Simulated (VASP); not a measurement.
Runs of VASP 6.6.1 on Ba3SbP. The structure is cubic, space group Pm-3m (No. 221). Conventional cell: a = 6.113 Å, b = 6.113 Å, c = 6.113 Å, α = 90.00°, β = 90.00°, γ = 90.00°. Ba (site symmetry 4/mmm) has 2 P at 3.06 Å within 4.0 Å. Within 5.7 Å of Sb (site symmetry m-3m) lie 12 Ba at 4.32 Å and 8 P at 5.29 Å. P (site symmetry m-3m) has 6 Ba at 3.06 Å within 4.0 Å. 

| level | potentials or basis | k mesh | gap on the mesh (eV) | pressure (GPa) |
| --- | --- | --- | --- | --- |
| LDA | VASP PAW LDA potentials, release 64 (Ba_sv, Sb_d_GW, P) | 5 × 5 × 5 | 0.14 | -2.0 |
| LDA | VASP PAW LDA potentials, release 64 (Ba_sv, Sb_d_GW, P) | 7 × 7 × 7 | 0.14 | -2.0 |
| LDA | VASP PAW LDA potentials, release 64 (Ba_sv, Sb_d_GW, P) | 6 × 6 × 6 | 0.14 | -2.0 |
| PBE | VASP PAW PBE potentials, release 64 (Ba_sv, Sb_d_GW, P) | 4 × 4 × 4 | 0.29 | (a) |

Alike in all rows: task single point; no spin polarisation; cell as given; cutoff (eV) 500; smearing fermi-dirac 0.1 eV.

Problem. Fill in the values left out.

Solution. (a) -0.1.

Caveats: spin-orbit coupling is left out, which moves the levels of the heavy elements; an odd mesh through Γ misses points on the zone boundary, where band edges can lie (at least some runs).

A k mesh can miss the band edges, and the runs leave out spin-orbit coupling on Ba, Sb.
